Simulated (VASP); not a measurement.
Here is a VASP 6.6.1 calculation.

File POSCAR:

```
ZnO
1.0
    3.2500000000      0.0000000000      0.0000000000
   -1.6250000000      2.8145825623      0.0000000000
    0.0000000000      0.0000000000      5.2050000000
Zn O
2 2
Direct
    0.3333333333      0.6666666667      0.0000000000
    0.6666666667      0.3333333333      0.5000000000
    0.3333333333      0.6666666667      0.3820000000
    0.6666666667      0.3333333333      0.8820000000
```

INCAR.step1

```
PREC     = Accurate       # precision mode
ENCUT    = 600            # plane-wave cutoff, eV
ISMEAR   = 0              # smearing method
SIGMA    = 0.02           # smearing width, eV
LREAL    = F              # projectors in reciprocal space
LASPH    = T              # aspherical terms in the spheres
NELM     = 100            # most SCF steps
GGA      = PE             # functional
ALGO     = Normal         # electronic algorithm
EDIFF    = 1E-4           # SCF threshold, eV
LWAVE    = T              # write WAVECAR
LCHARG   = F              # write CHGCAR
```

File INCAR.step2:

```
PREC     = Accurate       # precision mode
ENCUT    = 600            # plane-wave cutoff, eV
EDIFF    = 1E-6           # SCF threshold, eV
ISMEAR   = 0              # smearing method
SIGMA    = 0.02           # smearing width, eV
LREAL    = F              # projectors in reciprocal space
LASPH    = T              # aspherical terms in the spheres
NELM     = 100            # most SCF steps
ALGO     = Normal         # electronic algorithm
ISIF     = 3              # what is computed and relaxed
LWAVE    = F              # write WAVECAR
LCHARG   = F              # write CHGCAR
METAGGA  = R2SCAN         # meta-GGA
LMIXTAU  = T            
IBRION   = 2              # ionic algorithm
NSW      = 100            # ionic steps
EDIFFG   = -0.002         # ionic threshold
ISTART   = 1
```

KPOINTS

```
Automatic mesh
0
Gamma
  9 9 6
```

Potentials or basis: VASP PAW PBE potentials, release 64 (Zn, O).

Launch:

```bash
$ cat potpaw_PBE.64/Zn/POTCAR potpaw_PBE.64/O/POTCAR > POTCAR
$ cp INCAR.step1 INCAR
$ mpirun -np 1 vasp_std > vasp.out
$ cp INCAR.step2 INCAR
$ mpirun -np 1 vasp_std > vasp.out
```

Question: Estimate the band gap on the k mesh.

Answer: 1.23 eV, direct.

Question: Predict the relaxed volume.

Answer: 11.87 Å³/atom.

Question: What does it give for the relaxed cell?

Answer: a = 3.238 Å, b = 3.238 Å, c = 5.228 Å, α = 90.00°, β = 90.00°, γ = 120.00°.

Question: Estimate the space group after relaxing (to 0.05 Å).

Answer: P6_3mc (No. 186).

Final structure:
```
CELL_PARAMETERS angstrom
3.23801 0.00000 0.00000
-1.61900 2.80420 0.00000
0.00000 0.00000 5.22790
ATOMIC_POSITIONS crystal
Zn 0.33333 0.66667 0.00169
Zn 0.66667 0.33333 0.50169
O 0.33333 0.66667 0.38031
O 0.66667 0.33333 0.88031
```

Caveat: the PAW data sets were made with another functional, which shifts forces and pressure a little. r2SCAN opens gaps a little over a GGA but as a rule still falls short of measured ones.
